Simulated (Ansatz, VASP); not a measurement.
# CsZnSbF in VASP and in Ansatz

POSCAR

```
CsZnSbF
1.0
    4.6116460000      0.0000000000      0.0000000000
    0.0000000000      4.6116460000      0.0000000000
    0.0000000000      0.0000000000     10.1607280000
Cs F Zn Sb
2 2 2 2
Direct
    0.7500000000      0.7500000000      0.3507900000
    0.2500000000      0.2500000000      0.6492100000
    0.2500000000      0.7500000000      0.5000000000
    0.7500000000      0.2500000000      0.5000000000
    0.2500000000      0.7500000000      0.0000000000
    0.7500000000      0.2500000000      0.0000000000
    0.2500000000      0.2500000000      0.1660400000
    0.7500000000      0.7500000000      0.8339600000
```

Contents of INCAR.step1:

```
SYSTEM = CsZnSbF
PREC = Accurate
ENCUT = 520
ISMEAR = -1
SIGMA = 0.0242
LREAL = .False.
LASPH = .True.
NELM = 100
NBANDS = 43
GGA = PE
ALGO = Normal
EDIFF = 1E-4
LWAVE = .True.
LCHARG = .False.
```

INCAR.step2

```
SYSTEM = CsZnSbF
PREC = Accurate
ENCUT = 520
EDIFF = 1E-6
ISMEAR = -1
SIGMA = 0.0242
LREAL = .False.
LASPH = .True.
NELM = 100
ALGO = Normal
ISIF = 2
LWAVE = .False.
LCHARG = .False.
METAGGA = R2SCAN
LMIXTAU = .True.
NBANDS = 43
ISTART = 1
```

File KPOINTS:

```
regular mesh
0
Gamma
  7 7 4
  0 0 0
```

Input for Ansatz:

```yaml
crystal:
  lattice:
    - [4.611646, 0.0, 0.0]
    - [0.0, 4.611646, 0.0]
    - [0.0, 0.0, 10.160728]
  atoms:
    - { symbol: Cs, position: [0.75, 0.75, 0.35079] }
    - { symbol: Cs, position: [0.25, 0.25, 0.64921] }
    - { symbol: F, position: [0.25, 0.75, 0.5] }
    - { symbol: F, position: [0.75, 0.25, 0.5] }
    - { symbol: Zn, position: [0.25, 0.75, 0.0] }
    - { symbol: Zn, position: [0.75, 0.25, 0.0] }
    - { symbol: Sb, position: [0.25, 0.25, 0.16604] }
    - { symbol: Sb, position: [0.75, 0.75, 0.83396] }
  symmetry: { tolerance: 0.0003 }
kpoints:
  mp_grid: { grid: [7, 7, 4], shift: [0, 0, 0] }
  band_path:
    path:
      - [0.0, 0.0, 0.0]
      - [0.0, 0.5, 0.0]
      - [0.5, 0.5, 0.0]
      - [0.0, 0.0, 0.0]
      - [0.0, 0.0, 0.5]
      - [0.0, 0.5, 0.5]
      - [0.5, 0.5, 0.5]
      - [0.0, 0.0, 0.5]
      - [0.0, 0.5, 0.0]
      - [0.0, 0.5, 0.5]
      - [0.5, 0.5, 0.0]
    npoints: 6
magnetization:
  spin_polarized: false
scf:
  occupations: { method: fermi_dirac, width: 0.0242 }
  lower_state_search: "off"
  max_iter: 200
hamiltonian:
  pseudopotentials: { kind: paw }
  xc: r2scan
basis:
  ecutwfc: 500
  fft_grid_basis: typed
output:
  forces: true
  stress: true
  eigenvalues: true
  bader: true
  populations: true
  elf: true
  write_potential: true
  volumetric_format: npy
  dos:
    e_range: [-12, 8]
    de: 0.05
    projected: { site_lists: { Cs: [Cs], F: [F], Sb: [Sb], Zn: [Zn] } }
checkpoint:
  read: saved_state
```

Alike in both runs: task single point; functional r2SCAN; k mesh 7 × 7 × 4; occupations fermi-dirac, width 0.0242 eV; no spin polarisation.

```csv
,VASP,Ansatz
version,VASP 6.6.1,Ansatz 0.2.0
potentials or method,"VASP PAW PBE potentials, release 64 (Cs_sv, F, Zn, Sb), cutoff 520 eV",PAW plane waves
valence electrons in the cell,66,86
```

```csv
,VASP,Ansatz,Ansatz less VASP
pressure (GPa),-1.2,-1.3,-0.08
"traceless stress, the component that is largest in VASP (GPa)",-0.38,-0.40,-0.022
rms of the force components (eV/Å),0.419,0.428,+0.0099
```

VASP's potentials were made for PBE, not for r2SCAN. Atom by atom the forces differ by 0.012 eV/Å (rms over components). VASP's potentials hold 66 valence electrons a cell and Ansatz's 86, so a difference there can come from the potentials and not from the codes.

Neither program's run includes spin-orbit coupling.
